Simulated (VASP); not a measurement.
Input of a VASP 6.6.1 run:

INCAR

```
PREC = Accurate
ENCUT = 600
EDIFF = 1E-7
ISMEAR = 0
SIGMA = 0.1
LREAL = F
LASPH = T
NELM = 80
ALGO = Normal
ISIF = 3
LWAVE = F
LCHARG = F
IBRION = 2
NSW = 100
EDIFFG = -0.005
```

File KPOINTS:

```
Automatic mesh
0
Gamma
  18 18 18
```

The input POSCAR:

```
Ti
1.0
   -1.5840978707      1.5840978707      1.5840978707
    1.5840978707     -1.5840978707      1.5840978707
    1.5840978707      1.5840978707     -1.5840978707
Ti
1
Direct
    0.0000000000      0.0000000000      0.0000000000
```

Potentials or basis: VASP PAW LDA potentials, release 64 (Ti_sv).

Command:

```bash
$ cat potpaw_LDA.64/Ti_sv/POTCAR > POTCAR
$ mpirun -np 1 vasp_std > vasp.out
```

(1) Predict the relaxed volume.

(2) Predict the relaxed cell.

Answers

(1) 15.83 Å³/atom.

(2) a = 2.740 Å, b = 2.740 Å, c = 2.740 Å, α = 109.47°, β = 109.47°, γ = 109.47°.
